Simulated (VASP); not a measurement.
**ZnSe (Stilleite): single point with PBE**

The system is ZnSe (Stilleite).

```
Zn Se
1.0
     0.00000    2.79550    2.79550
     2.79550    0.00000    2.79550
     2.79550    2.79550    0.00000
Zn Se
1 1
Direct
  0.00000 0.00000 0.00000
  0.25000 0.25000 0.25000
```

This cell differs from its parent crystal: volume scaled by 0.96, then relaxed in part.

```
Program                : VASP 6.6.1
Task                   : single point
Functional             : PBE
Potentials or basis    : VASP PAW PBE potentials, release 64 (Zn, Se)
Cutoff                 : 520 eV
k mesh                 : 13 × 13 × 13
Occupations            : fermi-dirac, width 0.02 eV
Spin                   : no spin polarisation
Dipole correction      : no
Further INCAR settings : ALGO = Normal; EDIFF = 1e-06; NBANDS = 16
```

```json
{"Pressure": "5.3 GPa", "Band gap on the k mesh": "1.46 eV, direct"}
```

Levels at points of the mesh, in eV from the valence-band top:
| k point | band 5 | band 6 | band 7 | band 8 | band 9 | band 10 | band 11 | band 12 | band 13 | band 14 |
| --- | --- | --- | --- | --- | --- | --- | --- | --- | --- | --- |
| (0.00, 0.00, 0.00) | -6.30 | -6.30 | 0.00 | 0.00 | 0.00 | 1.46 | 5.78 | 5.78 | 5.78 | 10.08 |

It took 22 s on 1 thread of Intel(R) Xeon(R) 6975P-C (Granite Rapids) (shared host), peak memory 0.2 GiB.
